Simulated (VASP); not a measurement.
# GaN (Fm-3m) in VASP: density of states with PBE

Aim: the density of states of GaN with PBE.

Everything below comes from runs of VASP 6.6.1. Logs are shortened: lines on timing, memory, paths and dates and some standing lists are left out, and cuts for length are marked.

### Step 1. The cell of the first run

The structure is cubic, space group Fm-3m (No. 225). The conventional cell has a = 4.268 Å, b = 4.268 Å, c = 4.268 Å, α = 90.00°, β = 90.00°, γ = 90.00°. Ga (site symmetry m-3m) has 6 N at 2.13 Å within 2.8 Å. N (site symmetry m-3m) has 6 Ga at 2.13 Å within 2.8 Å.

### Step 2. Density of states, PBE

Input file POSCAR:

```
GaN
1.0
    0.0000000000      2.1340895917      2.1340895917
    2.1340895917      0.0000000000      2.1340895917
    2.1340895917      2.1340895917      0.0000000000
Ga N
1 1
Direct
    0.5000000000      0.5000000000      0.5000000000
    0.0000000000      0.0000000000      0.0000000000
```

Input file INCAR.step1:

```
SYSTEM = GaN
  ALGO = Normal
  EDIFF = 1E-6
  ENCUT = 520
  GGA = PE
  ISIF = 2
  ISMEAR = 0
  LASPH = .TRUE.
  LCHARG = .TRUE.
  LREAL = .FALSE.
  LWAVE = .FALSE.
  NBANDS = 16
  NELM = 60
  PREC = Accurate
  SIGMA = 0.02
```

Input file KPOINTS.step1:

```
k-points
0
G
  14 14 14
  0 0 0
```

Input file INCAR.step2:

```
SYSTEM = GaN
  ALGO = Normal
  EDIFF = 1E-6
  ENCUT = 520
  GGA = PE
  ICHARG = 11
  ISIF = 2
  ISMEAR = -5
  LASPH = .TRUE.
  LCHARG = .FALSE.
  LORBIT = 11
  LREAL = .FALSE.
  LWAVE = .FALSE.
  NEDOS = 1001
  NELM = 60
  PREC = Accurate
  SIGMA = 0.02
```

Input file KPOINTS.step2:

```
k-points
0
G
  21 21 21
  0 0 0
```

Potentials or basis: VASP PAW PBE potentials, release 64 (Ga_d, N).

Command:

```
$ cat potpaw_PBE.64/Ga_d/POTCAR potpaw_PBE.64/N/POTCAR > POTCAR
$ cp INCAR.step1 INCAR
$ cp KPOINTS.step1 KPOINTS
$ mpirun -np 1 vasp_std > vasp.out
$ cp INCAR.step2 INCAR
$ cp KPOINTS.step2 KPOINTS
$ mpirun -np 1 vasp_std > vasp.out
```

OUTCAR:

```text
SYSTEM = GaN
   EDIFF = 1E-6
   ENCUT = 520
   GGA = PE
   ICHARG = 11
   ISIF = 2
   ISMEAR = -5
   LASPH = .TRUE.
   LORBIT = 11
   LREAL = .FALSE.
   NELM = 60
   PREC = Accurate

 ion  position               nearest neighbor table
   1  0.500  0.500  0.500-   2 2.13   2 2.13   2 2.13   2 2.13   2 2.13   2 2.13
   2  0.000  0.000  0.000-   1 2.13   1 2.13   1 2.13   1 2.13   1 2.13   1 2.13

  LATTYP: Found a face centered cubic cell.
 ALAT       =     4.2681791834

  Lattice vectors:

 A1 = (   0.0000000000,   2.1340895917,   2.1340895917)
 A2 = (   2.1340895917,   0.0000000000,   2.1340895917)
 A3 = (   2.1340895917,   2.1340895917,   0.0000000000)

Analysis of symmetry for initial positions (statically):
[... 33 lines left out ...]
                                     Primitive cell

  volume of cell :      19.4387

  direct lattice vectors                    reciprocal lattice vectors
     0.000000000  2.134089592  2.134089592    -0.234291944  0.234291944  0.234291944
     2.134089592  0.000000000  2.134089592     0.234291944 -0.234291944  0.234291944
     2.134089592  2.134089592  0.000000000     0.234291944  0.234291944 -0.234291944

  length of vectors
     3.018058444  3.018058444  3.018058444     0.405805552  0.405805552  0.405805552

  position of ions in fractional coordinates (direct lattice)
     0.500000000  0.500000000  0.500000000
     0.000000000  0.000000000  0.000000000

  ion indices of the primitive-cell ions
   primitive index   ion index
                 1           1
                 2           2

----------------------------------------------------------------------------------------

 KPOINTS: k-points

Automatic generation of k-mesh.
 Grid dimensions read from file:
 generate k-points for:   21   21   21

 Generating k-lattice:

  Cartesian coordinates                     Fractional coordinates (reciprocal lattice)
    -0.011156759  0.011156759  0.011156759     0.047619048  0.000000000  0.000000000
     0.011156759 -0.011156759  0.011156759     0.000000000  0.047619048  0.000000000
     0.011156759  0.011156759 -0.011156759     0.000000000  0.000000000  0.047619048

  Length of vectors
     0.019324074  0.019324074  0.019324074

  Shift w.r.t. Gamma in fractional coordinates (k-lattice)
     0.000000000  0.000000000  0.000000000

 TETIRR: Found   1276 inequivalent tetrahedra from    55566

 Subroutine IBZKPT returns following result:
 ===========================================

 Found    286 irreducible k-points:

 Following reciprocal coordinates:
            Coordinates               Weight
  0.000000  0.000000  0.000000      1.000000
  0.047619  0.000000  0.000000      8.000000
  0.095238  0.000000  0.000000      8.000000
  0.142857  0.000000  0.000000      8.000000
  0.190476  0.000000  0.000000      8.000000
  0.238095  0.000000  0.000000      8.000000
[... 16 lines left out ...]
 -0.428571  0.047619  0.000000     24.000000
 -0.380952  0.047619  0.000000     24.000000
 [... further k-points ...]
   k-points           NKPTS =    286   k-points in BZ     NKDIM =    286   number of bands    NBANDS=     13
   number of dos      NEDOS =   1001   number of ions     NIONS =      2
   total plane-waves  NPLWV =  13824
   dimension x,y,z NGX =    24 NGY =   24 NGZ =   24
   dimension x,y,z NGXF=    48 NGYF=   48 NGZF=   48
   ions per type =               1   1
   NGX,Y,Z   is equivalent  to a cutoff of  13.22, 13.22, 13.22 a.u.
   NGXF,Y,Z  is equivalent  to a cutoff of  26.44, 26.44, 26.44 a.u.
 SYSTEM =  GaN
   PREC   = accura    normal or accurate (medium, high low for compatibility)
   ISTART =      0    job   : 0-new  1-cont  2-samecut
   ICHARG =     11    charge: 1-file 2-atom 10-const
   ISPIN  =      1    spin polarized calculation?
   LNONCOLLINEAR =      F non collinear calculations
   LSORBIT =      F    spin-orbit coupling
   LASPH  =      T    aspherical Exc in radial PAW
   ENCUT  =  520.0 eV  38.22 Ry    6.18 a.u.   5.61  5.61  5.61*2*pi/ulx,y,z
   NELM   =     60;   NELMIN=  2; NELMDL=  0     # of ELM steps
   EDIFF  = 0.1E-05   stopping-criterion for ELM
   LREAL  =      F    real-space projection
   EDIFFG = 0.1E-04   stopping-criterion for IOM
   NSW    =      0    number of steps for IOM
   IBRION =     -1    ionic relax: 0-MD 1-quasi-New 2-CG
   NFREE  =      0    steps in history (QN), initial steepest desc. (CG)
   ISIF   =      2    stress and relaxation
   ISYM   =      2    0-nonsym 1-usesym 2-fastsym
   POTIM  = 0.5000    time-step for ionic-motion
   TEBEG  =    0.0;   TEEND  =   0.0 temperature during run
   PSTRESS=    0.0 pullay stress
   NELECT =      18.0000    total number of electrons
   NUPDOWN=      -1.0000    fix difference up-down
   EMIN   =  10.00;   EMAX   =-10.00  energy-range for DOS
   EFERMI =   0.00;   METHOD = LEGACY
   ISMEAR =    -5;   SIGMA  =   0.02  broadening in eV -4-tet -1-fermi 0-gaus
   EFERMI_NEDOS =   21; number of points for ismear=-14 and -15
   IALGO  =     38    algorithm
   IMIX   =      4    mixing-type and parameters
     AMIX     =   0.40;   BMIX     =  1.00
     AMIX_MAG =   1.60;   BMIX_MAG =  1.00
  volume/ion in A,a.u.               =       9.72        65.59
  Fermi-wavevector in a.u.,A,eV,Ry     =   1.595670  3.015379 34.642638  2.546162
  Thomas-Fermi vector in A             =   2.693552
   LORBIT       =     11    0 simple, 1 ext, 2 COOP (PROOUT), +10 PAW based schemes
   GGA     = PE    functional components
   LHFCALC =     F    Hartree Fock is set to
   AEXX    =    0.0000 exact exchange contribution
   IVDW    =     0    specifies the selected vdW correction
   LEPSILON=     F    determine dielectric tensor
   LRPA    =     F    only Hartree local field effects (RPA)
 non-spin polarized calculation
 Fermi weights with tetrahedron method with Bloechl corrections
  energy-cutoff  :      520.00
  volume of cell :       19.44
 maximum number of plane-waves:       535

 number of electron      18.0000006 magnetization

 Free energy of the ion-electron system (eV)
  ---------------------------------------------------
  ext. energy  EPLUGINS =         0.00000000
  ---------------------------------------------------
  free energy    TOTEN  =       -11.20659621 eV

  energy without entropy =      -11.20659621  energy(sigma->0) =      -11.20659621

 E-fermi :   7.5577     XC(G=0): -12.9135

 val. band max:        7.5391917145   @ k =  -0.1905   0.1429   0.0000
 cond. band min:       7.9861233958   @ k =   0.4762   0.4762   0.0000
 fundamental gap:      0.4469316813
 Fermi energy:         7.5576628618

 k-point     1 :       0.0000    0.0000    0.0000
  band No.  band energies     occupation
      1      -9.4775      2.00000
      2      -6.4619      2.00000
      3      -6.4619      2.00000
      4      -6.4619      2.00000
      5      -6.3827      2.00000
      6      -6.3827      2.00000
      7       7.0556      2.00000
      8       7.0556      2.00000
      9       7.0556      2.00000
     10       9.4406      0.00000
     11      22.0883      0.00000
     12      22.0883      0.00000
     13      22.0885      0.00000

 k-point     2 :       0.0476    0.0000    0.0000
  band No.  band energies     occupation
      1      -9.4345      2.00000
      2      -6.4634      2.00000
      3      -6.4592      2.00000
      4      -6.4592      2.00000
      5      -6.3859      2.00000
      6      -6.3859      2.00000
      7       6.7019      2.00000
      8       7.0599      2.00000
      9       7.0599      2.00000
     10       9.7480      0.00000
     11      21.0666      0.00000
     12      21.8714      0.00000
     13      21.8720      0.00000

 k-point     3 :       0.0952    0.0000    0.0000
  band No.  band energies     occupation
      1      -9.3062      2.00000
      2      -6.4679      2.00000
      3      -6.4538      2.00000
      4      -6.4538      2.00000
      5      -6.3929      2.00000
      6      -6.3929      2.00000
      7       5.9277      2.00000
      8       7.0730      2.00000
      9       7.0730      2.00000
     10      10.3791      0.00000
     11      19.7840      0.00000
     12      21.2624      0.00000
     13      21.2624      0.00000

 k-point     4 :       0.1429    0.0000    0.0000
  band No.  band energies     occupation
      1      -9.0957      2.00000
      2      -6.4749      2.00000
      3      -6.4555      2.00000
      4      -6.4555      2.00000
      5      -6.3935      2.00000
      6      -6.3935      2.00000
      7       5.0059      2.00000
      8       7.0952      2.00000
      9       7.0952      2.00000
     10      11.0478      0.00000
     11      18.6580      0.00000
     12      20.4544      0.00000
     13      20.4544      0.00000

 k-point     5 :       0.1905    0.0000    0.0000
  band No.  band energies     occupation
      1      -8.8087      2.00000
      2      -6.4835      2.00000
      3      -6.4731      2.00000
      4      -6.4731      2.00000
      5      -6.3787      2.00000
      6      -6.3787      2.00000
      7       4.0315      2.00000
      8       7.1267      2.00000
      9       7.1267      2.00000
     10      11.6351      0.00000
     11      17.7456      0.00000
     12      19.6055      0.00000
     13      19.6055      0.00000
[... 257 lines left out ...]
 k-point    22 :      -0.4762    0.0476    0.0000
  band No.  band energies     occupation
      1      -6.7862      2.00000
      2      -6.6326      2.00000
      3      -6.6040      2.00000
      4      -6.3949      2.00000
      5      -6.2546      2.00000
      6      -6.1200      2.00000
      7      -0.5191      2.00000
      8       7.1151      2.00000
      9       7.3148      2.00000
     10      12.3139      0.00000
     11      15.6482      0.00000
     12      16.5565      0.00000
     13      17.2685      0.00000

 k-point    23 :      -0.4286    0.0476    0.0000
  band No.  band energies     occupation
      1      -6.8682      2.00000
      2      -6.6221      2.00000
      3      -6.6014      2.00000
      4      -6.4216      2.00000
      5      -6.2643      2.00000
      6      -6.1604      2.00000
      7      -0.2911      2.00000
      8       7.0396      2.00000
      9       7.3728      2.00000
     10      12.3531      0.00000
     11      15.7569      0.00000
     12      16.5938      0.00000
     13      17.3043      0.00000

 k-point    24 :      -0.3810    0.0476    0.0000
  band No.  band energies     occupation
      1      -7.1073      2.00000
      2      -6.5996      2.00000
      3      -6.5899      2.00000
      4      -6.4617      2.00000
      5      -6.2817      2.00000
      6      -6.2136      2.00000
      7       0.2285      2.00000
      8       6.9621      2.00000
      9       7.4076      2.00000
     10      12.4338      0.00000
     11      15.9350      0.00000
     12      16.7988      0.00000
     13      17.3916      0.00000

 [... further k-points ...]
[... 5 lines left out ...]
  --------------------------------------------------------------------------------------
  -------------------------------------------------------------------------------------
  Total        0.0820403      0.0820403      0.0820403     -0.0000000     -0.0000000     -0.0000000
  in kB        6.7619194      6.7619194      6.7619194     -0.0000000     -0.0000000     -0.0000000
  external PRESSURE =       6.7619194 kB  Pullay stress =       0.0000000 kB

 VOLUME and BASIS-vectors are now :
 -----------------------------------------------------------------------------
  energy-cutoff  :      520.00
  volume of cell :       19.44
      direct lattice vectors                 reciprocal lattice vectors
     0.000000000  2.134089592  2.134089592    -0.234291944  0.234291944  0.234291944
     2.134089592  0.000000000  2.134089592     0.234291944 -0.234291944  0.234291944
     2.134089592  2.134089592  0.000000000     0.234291944  0.234291944 -0.234291944

 POSITION                                       TOTAL-FORCE (eV/Angst)
 -----------------------------------------------------------------------------------
      2.13409      2.13409      2.13409         0.000000      0.000000      0.000000
      0.00000      0.00000      0.00000        -0.000000     -0.000000     -0.000000
 -----------------------------------------------------------------------------------
    total drift:                                0.000000     -0.000000      0.000000

  FREE ENERGIE OF THE ION-ELECTRON SYSTEM (eV)
  ---------------------------------------------------
  free  energy   TOTEN  =       -11.2065962062 eV

  energy  without entropy=      -11.2065962062  energy(sigma->0) =      -11.20659621

 total charge

# of ion       s       p       d       tot
------------------------------------------
    1        0.713   0.709  10.175  11.596
    2        1.244   2.468   0.000   3.712
--------------------------------------------------
tot          1.956   3.177  10.175  15.308
```

Run time: 31 s. Hardware: 1 thread of Intel Xeon Platinum 8488C (Sapphire Rapids), shared host; peak memory 0.19 GiB.

Results:

| Quantity | Value |
| --- | --- |
| Valence electrons inside the program's atomic spheres | Ga 11.60; N 3.71 |
